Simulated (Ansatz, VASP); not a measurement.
# TaN: VASP beside Ansatz

```
Ta N
1.0
     2.93800    0.00000    0.00000
    -1.46900    2.54438    0.00000
     0.00000    0.00000    2.88300
Ta N
1 1
Cartesian
  0.0000 1.6963 1.4415
  0.0000 0.0000 0.2625
```

Change from the starting cell: all N atoms moved +0.263 Å, as atom 2 along Cartesian [0 0 1].

Alike in both runs: task single point; functional PBEsol; k mesh 18 × 18 × 16; occupations gaussian, width 0.15 eV; no spin polarisation.

|  | VASP | Ansatz |
| --- | --- | --- |
| version | VASP 6.6.1 | Ansatz 0.2.0 |
| potentials or method | VASP PAW PBE potentials, release 64 (Ta_pv, N), cutoff 520 eV | scalar-relativistic, plane waves, PAW |
| valence electrons in the cell | 16 | 18 |

|  | VASP | Ansatz | Ansatz less VASP |
| --- | --- | --- | --- |
| gap on the k mesh at the Fermi level (eV) | none | none | - |
| pressure (GPa) | 10.5 | 9.5 | -0.95 |
| traceless stress, the component that is largest in VASP (GPa) | 0.66 | 0.62 | -0.039 |
| rms of the force components (eV/Å) | 2.369 | 2.345 | -0.0244 |

VASP's potentials were made for PBE, not for PBEsol. Atom by atom the forces differ by 0.024 eV/Å (rms over components). A gap of «none» marks a metal or a gap that the smearing closes. VASP's potentials hold 16 valence electrons a cell and Ansatz's 18, so a difference there can come from the potentials and not from the codes.

Neither program's run includes spin-orbit coupling.
